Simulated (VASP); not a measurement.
# LiNbO3 (Fm-3m) in VASP: relaxation of cell and atoms with PBEsol

Aim: the relaxation of cell and atoms of LiNbO3 with PBEsol.

Program: VASP 6.6.1. These are calculated values, not measurements. Logs are shortened: lines on timing, memory, paths and dates and some standing lists are left out, and cuts for length are marked.

## 1. The cell of the first run

Symmetry: Fm-3m, No. 225, cubic system. The conventional cell has a = 7.769 Å, b = 7.769 Å, c = 7.769 Å, α = 90.00°, β = 90.00°, γ = 90.00°. Li (site symmetry -43m) has 12 O at 2.75 Å and 8 Nb at 3.36 Å within 3.6 Å. Within 2.8 Å of Nb (site symmetry m-3m) lie 6 O at 2.15 Å. Nb (site symmetry m-3m) has 6 O at 1.73 Å within 2.3 Å. Within 2.3 Å of O (site symmetry 4mm) lie 2 Nb at 1.73 to 2.15 Å.

## 2. Relaxation of cell and atoms, PBEsol

Contents of INCAR:

```
PREC = Accurate
ENCUT = 600
EDIFF = 1E-6
ISMEAR = -1
SIGMA = 0.03
LREAL = F
LASPH = T
NELM = 80
ALGO = Normal
ISIF = 3
LWAVE = F
LCHARG = F
GGA = PS
IBRION = 2
NSW = 100
EDIFFG = -0.01
```

Contents of KPOINTS:

```
Automatic mesh
0
Gamma
  6 6 6
```

Contents of POSCAR:

```
LiNbO3
1.0
    0.0000000000      3.8843213800      3.8843213800
    3.8843213800      0.0000000000      3.8843213800
    3.8843213800      3.8843213800      0.0000000000
Li Nb O
2 2 6
Direct
    0.2500000000      0.2500000000      0.2500000000
    0.7500000000      0.7500000000      0.7500000000
    0.5000000000      0.5000000000      0.5000000000
    0.0000000000      0.0000000000      0.0000000000
    0.2229574700      0.2229574700      0.7770425300
    0.2229574700      0.7770425300      0.7770425300
    0.7770425300      0.7770425300      0.2229574700
    0.2229574700      0.7770425300      0.2229574700
    0.7770425300      0.2229574700      0.7770425300
    0.7770425300      0.2229574700      0.2229574700
```

Potentials or basis: VASP PAW PBE potentials, release 64 (Li_sv, Nb_sv, O).

Run with:

```sh
$ cat potpaw_PBE.64/Li_sv/POTCAR potpaw_PBE.64/Nb_sv/POTCAR potpaw_PBE.64/O/POTCAR > POTCAR
$ mpirun -np 1 vasp_std > vasp.out
```

OUTCAR:

```text
PREC = Accurate
   ENCUT = 600
   EDIFF = 1E-6
   ISMEAR = -1
   LREAL = F
   LASPH = T
   NELM = 80
   ISIF = 3
   GGA = PS
   IBRION = 2
   NSW = 100
   EDIFFG = -0.01

 ion  position               nearest neighbor table
   1  0.250  0.250  0.250-
   2  0.750  0.750  0.750-
   3  0.500  0.500  0.500-   5 2.15   6 2.15   7 2.15   8 2.15   9 2.15  10 2.15
   4  0.000  0.000  0.000-   5 1.73   6 1.73   7 1.73   8 1.73   9 1.73  10 1.73
   5  0.223  0.223  0.777-   4 1.73   3 2.15
   6  0.223  0.777  0.777-   4 1.73   3 2.15
   7  0.777  0.777  0.223-   4 1.73   3 2.15
   8  0.223  0.777  0.223-   4 1.73   3 2.15
   9  0.777  0.223  0.777-   4 1.73   3 2.15
  10  0.777  0.223  0.223-   4 1.73   3 2.15

  LATTYP: Found a face centered cubic cell.
 ALAT       =     7.7686427600

  Lattice vectors:

 A1 = (   0.0000000000,   3.8843213800,   3.8843213800)
 A2 = (   3.8843213800,   0.0000000000,   3.8843213800)
 A3 = (   3.8843213800,   3.8843213800,   0.0000000000)

Analysis of symmetry for initial positions (statically):
=====================================================================
 Subroutine PRICEL returns:
 Original cell was already a primitive cell.

 Routine SETGRP: Setting up the symmetry group for a
 face centered cubic supercell.

 Subroutine GETGRP returns: Found 48 space group operations
 (whereof 48 operations were pure point group operations)
 out of a pool of 48 trial point group operations.

The static configuration has the point symmetry O_h .

Analysis of symmetry for dynamics (positions and initial velocities):
=====================================================================
 Subroutine PRICEL returns:
 Original cell was already a primitive cell.

 Routine SETGRP: Setting up the symmetry group for a
 face centered cubic supercell.

 Subroutine GETGRP returns: Found 48 space group operations
 (whereof 48 operations were pure point group operations)
 out of a pool of 48 trial point group operations.

The dynamic configuration has the point symmetry O_h .

 Subroutine INISYM returns: Found 48 space group operations
 (whereof 48 operations are pure point group operations),
 and found     1 'primitive' translations

----------------------------------------------------------------------------------------

                                     Primitive cell

  volume of cell :     117.2129

  direct lattice vectors                    reciprocal lattice vectors
     0.000000000  3.884321380  3.884321380    -0.128722614  0.128722614  0.128722614
     3.884321380  0.000000000  3.884321380     0.128722614 -0.128722614  0.128722614
     3.884321380  3.884321380  0.000000000     0.128722614  0.128722614 -0.128722614

  length of vectors
     5.493259976  5.493259976  5.493259976     0.222954107  0.222954107  0.222954107

  position of ions in fractional coordinates (direct lattice)
     0.250000000  0.250000000  0.250000000
     0.750000000  0.750000000  0.750000000
     0.500000000  0.500000000  0.500000000
     0.000000000  0.000000000  0.000000000
     0.222957470  0.222957470  0.777042530
     0.222957470  0.777042530  0.777042530
     0.777042530  0.777042530  0.222957470
     0.222957470  0.777042530  0.222957470
     0.777042530  0.222957470  0.777042530
     0.777042530  0.222957470  0.222957470

  ion indices of the primitive-cell ions
   primitive index   ion index
                 1           1
                 2           2
                 3           3
                 4           4
                 5           5
                 6           6
                 7           7
                 8           8
                 9           9
                10          10

----------------------------------------------------------------------------------------

 KPOINTS: Automatic mesh

Automatic generation of k-mesh.
 Grid dimensions read from file:
 generate k-points for:    6    6    6

 Generating k-lattice:

  Cartesian coordinates                     Fractional coordinates (reciprocal lattice)
    -0.021453769  0.021453769  0.021453769     0.166666667  0.000000000  0.000000000
     0.021453769 -0.021453769  0.021453769     0.000000000  0.166666667  0.000000000
     0.021453769  0.021453769 -0.021453769     0.000000000  0.000000000  0.166666667

  Length of vectors
     0.037159018  0.037159018  0.037159018

  Shift w.r.t. Gamma in fractional coordinates (k-lattice)
     0.000000000  0.000000000  0.000000000

 Subroutine IBZKPT returns following result:
 ===========================================

 Found     16 irreducible k-points:

 Following reciprocal coordinates:
            Coordinates               Weight
  0.000000  0.000000  0.000000      1.000000
  0.166667  0.000000  0.000000      8.000000
  0.333333  0.000000  0.000000      8.000000
  0.500000  0.000000  0.000000      4.000000
  0.166667  0.166667  0.000000      6.000000
  0.333333  0.166667  0.000000     24.000000
[... 8 lines left out ...]
 -0.333333  0.333333  0.166667     24.000000
 -0.333333  0.500000  0.166667     12.000000
   k-points           NKPTS =     16   k-points in BZ     NKDIM =     16   number of bands    NBANDS=     40
   number of dos      NEDOS =    301   number of ions     NIONS =     10
   total plane-waves  NPLWV = 110592
   dimension x,y,z NGX =    48 NGY =   48 NGZ =   48
   dimension x,y,z NGXF=    96 NGYF=   96 NGZF=   96
   ions per type =               2   2   6
   NGX,Y,Z   is equivalent  to a cutoff of  14.53, 14.53, 14.53 a.u.
   NGXF,Y,Z  is equivalent  to a cutoff of  29.05, 29.05, 29.05 a.u.
 SYSTEM =  unknown system
   PREC   = accura    normal or accurate (medium, high low for compatibility)
   ISTART =      0    job   : 0-new  1-cont  2-samecut
   ICHARG =      2    charge: 1-file 2-atom 10-const
   ISPIN  =      1    spin polarized calculation?
   LNONCOLLINEAR =      F non collinear calculations
   LSORBIT =      F    spin-orbit coupling
   LASPH  =      T    aspherical Exc in radial PAW
   ENCUT  =  600.0 eV  44.10 Ry    6.64 a.u.  10.97 10.97 10.97*2*pi/ulx,y,z
   NELM   =     80;   NELMIN=  2; NELMDL= -5     # of ELM steps
   EDIFF  = 0.1E-05   stopping-criterion for ELM
   LREAL  =      F    real-space projection
   EDIFFG = -.1E-01   stopping-criterion for IOM
   NSW    =    100    number of steps for IOM
   IBRION =      2    ionic relax: 0-MD 1-quasi-New 2-CG
   NFREE  =      1    steps in history (QN), initial steepest desc. (CG)
   ISIF   =      3    stress and relaxation
   ISYM   =      2    0-nonsym 1-usesym 2-fastsym
   POTIM  = 0.5000    time-step for ionic-motion
   TEBEG  =    0.0;   TEEND  =   0.0 temperature during run
   PSTRESS=    0.0 pullay stress
   NELECT =      68.0000    total number of electrons
   NUPDOWN=      -1.0000    fix difference up-down
   EMIN   =  10.00;   EMAX   =-10.00  energy-range for DOS
   EFERMI =   0.00;   METHOD = LEGACY
   ISMEAR =    -1;   SIGMA  =   0.03  broadening in eV -4-tet -1-fermi 0-gaus
   EFERMI_NEDOS =   21; number of points for ismear=-14 and -15
   IALGO  =     38    algorithm
   IMIX   =      4    mixing-type and parameters
     AMIX     =   0.40;   BMIX     =  1.00
     AMIX_MAG =   1.60;   BMIX_MAG =  1.00
  volume/ion in A,a.u.               =      11.72        79.10
  Fermi-wavevector in a.u.,A,eV,Ry     =   1.365377  2.580189 25.364728  1.864255
  Thomas-Fermi vector in A             =   2.491611
   LORBIT       =      0    0 simple, 1 ext, 2 COOP (PROOUT), +10 PAW based schemes
   GGA     = PS    functional components
   LHFCALC =     F    Hartree Fock is set to
   AEXX    =    0.0000 exact exchange contribution
   IVDW    =     0    specifies the selected vdW correction
   LEPSILON=     F    determine dielectric tensor
   LRPA    =     F    only Hartree local field effects (RPA)
 conjugate gradient relaxation of ions
 non-spin polarized calculation
  energy-cutoff  :      600.00
  volume of cell :      117.21
 maximum number of plane-waves:      3944
 NGX is ok and might be reduce to    48
   NGX = 21   NGY = 21   NGZ = 21

--------------------------------------- Ionic step        1  -------------------------------------------

 number of electron      68.0000000 magnetization

 Free energy of the ion-electron system (eV)
  ---------------------------------------------------
  ext. energy  EPLUGINS =         0.00000000
  ---------------------------------------------------
  free energy    TOTEN  =       -73.37146706 eV

  energy without entropy =      -73.37146706  energy(sigma->0) =      -73.37146706

------------------------ aborting loop because EDIFF is reached ----------------------------------------

  FORCE on cell =-STRESS in cart. coord.  units (eV):
  Direction    XX          YY          ZZ          XY          YZ          ZX
  --------------------------------------------------------------------------------------
  -------------------------------------------------------------------------------------
  Total       24.6863420     24.6863420     24.6863420      0.0000000      0.0000000     -0.0000000
  in kB      337.4363475    337.4363475    337.4363475      0.0000000      0.0000000     -0.0000000
  external PRESSURE =     337.4363475 kB  Pullay stress =       0.0000000 kB
[... 31 lines left out ...]
--------------------------------------- Ionic step        2  -------------------------------------------

 number of electron      67.9999986 magnetization

 E-fermi :   1.6503     XC(G=0):  -8.6090

 val. band max:        1.6500347389   @ k =   0.0000   0.0000   0.0000
 cond. band min:       1.7492707406   @ k =   0.1667   0.0000   0.0000
 fundamental gap:      0.0992360017
 Fermi energy:         1.6502864527

 k-point     1 :       0.0000    0.0000    0.0000
  band No.  band energies     occupation
      1     -54.9830      2.00000
      2     -51.1928      2.00000
      3     -44.7947      2.00000
      4     -44.7946      2.00000
      5     -30.8798      2.00000
      6     -30.8798      2.00000
[... 758 lines left out ...]
  FREE ENERGIE OF THE ION-ELECTRON SYSTEM (eV)
  ---------------------------------------------------
  free  energy   TOTEN  =       -80.9484440183 eV

  energy  without entropy=      -80.9484440183  energy(sigma->0) =      -80.94844402

 E-fermi :   3.5638     XC(G=0):  -9.9410

 val. band max:        2.7836082929   @ k =   0.0000   0.0000   0.0000
 cond. band min:       4.3107616043   @ k =   0.0000   0.0000   0.0000
 fundamental gap:      1.5271533113
 Fermi energy:         3.5638489025

 k-point     1 :       0.0000    0.0000    0.0000
  band No.  band energies     occupation
      1     -52.2728      2.00000
      2     -51.9711      2.00000
      3     -42.0874      2.00000
      4     -42.0868      2.00000
      5     -28.3988      2.00000
      6     -28.3988      2.00000
[... 677 lines left out ...]
     39       7.1145      0.00000
     40       7.6223      0.00000

[... ionic steps 4 to 7 ...]

--------------------------------------- Ionic step        8  -------------------------------------------

 number of electron      68.0000012 magnetization

------------------------ aborting loop because EDIFF is reached ----------------------------------------
[... 83 lines left out ...]
--------------------------------------- Ionic step       10  -------------------------------------------

 number of electron      68.0000012 magnetization

 Free energy of the ion-electron system (eV)
  ---------------------------------------------------
  ext. energy  EPLUGINS =         0.00000000
  ---------------------------------------------------
  free energy    TOTEN  =       -81.80949948 eV

  energy without entropy =      -81.80949948  energy(sigma->0) =      -81.80949948

 E-fermi :   4.0853     XC(G=0): -10.2394

 val. band max:        3.3086659519   @ k =   0.0000   0.0000   0.0000
 cond. band min:       4.9762656115   @ k =   0.0000   0.0000   0.0000
 fundamental gap:      1.6675996596
 Fermi energy:         4.0853140255

 k-point     1 :       0.0000    0.0000    0.0000
  band No.  band energies     occupation
      1     -51.3260      2.00000
      2     -51.3159      2.00000
      3     -41.4725      2.00000
      4     -41.4716      2.00000
      5     -27.6527      2.00000
      6     -27.6527      2.00000
[... 714 lines left out ...]
  FREE ENERGIE OF THE ION-ELECTRON SYSTEM (eV)
  ---------------------------------------------------
  free  energy   TOTEN  =       -81.8094994795 eV

  energy  without entropy=      -81.8094994795  energy(sigma->0) =      -81.80949948

 reached required accuracy - stopping structural energy minimisation
```

Wall time 17 min (1 thread of AMD EPYC 9R14 (Zen 4), shared host); peak memory 0.35 GiB.

What came out:

* Free energy: -81.8095 eV
* Relaxed volume: 12.08 Å³/atom
* Relaxed cell: a = 5.548 Å, b = 5.548 Å, c = 5.548 Å, α = 60.00°, β = 60.00°, γ = 60.00°
* Space group after relaxing (to 0.05 Å): Pm-3m (No. 221)
* Energy gained by relaxing: 843.8 meV/atom
* Ionic steps: 10
* Pressure after relaxing: -0.1 GPa
* Largest force after relaxing: 0.008 eV/Å
* Band gap on the k mesh: 1.67 eV, direct

Forces on the atoms (eV/Å):
```
Li   0.000  0.000  0.000
Li   0.000  0.000  0.000
Nb   0.000  0.000  0.000
Nb   0.000  0.000  0.000
O    0.000  0.000  0.008
O   -0.008  0.000  0.000
O    0.000  0.000 -0.008
O    0.000  0.008  0.000
O    0.000 -0.008  0.000
O    0.008  0.000  0.000
```

The path:
| step | energy change (eV) | largest force (eV/Å) | pressure (GPa) | volume (Å³) |
| --- | --- | --- | --- | --- |
| 1 | 0.0000 | 14.0821 | 33.74 | 117.21 |
| 2 | 19.3556 | 20.1318 | 35.46 | 164.28 |
| 3 | -7.5770 | 2.3592 | -11.96 | 131.01 |
| 4 | -8.0963 | 0.9251 | -10.61 | 128.66 |
| 5 | -8.2632 | 0.6393 | -8.01 | 126.38 |
| 6 | -8.2636 | 0.5022 | -8.26 | 126.57 |
| 7 | -8.3199 | 1.0425 | 6.23 | 117.28 |
| 8 | -8.4325 | 0.2677 | -0.84 | 121.27 |
| 9 | -8.4337 | 0.2569 | 0.63 | 120.35 |
| 10 | -8.4380 | 0.0081 | -0.08 | 120.78 |

Final structure:
```
CELL_PARAMETERS angstrom
0.00000 3.92335 3.92335
3.92335 0.00000 3.92335
3.92335 3.92335 0.00000
ATOMIC_POSITIONS crystal
Li 0.25000 0.25000 0.25000
Li 0.75000 0.75000 0.75000
Nb 0.50000 0.50000 0.50000
Nb 0.00000 0.00000 0.00000
O 0.24998 0.24998 0.75002
O 0.24998 0.75002 0.75002
O 0.75002 0.75002 0.24998
O 0.24998 0.75002 0.24998
O 0.75002 0.24998 0.75002
O 0.75002 0.24998 0.24998
```

Caveat: the cutoff is under 1.25 times the usual one of these potentials, so pressure, stress and relaxed cells hold a basis-set (Pulay) error; the PAW data sets were made with another functional, which shifts forces and pressure a little.
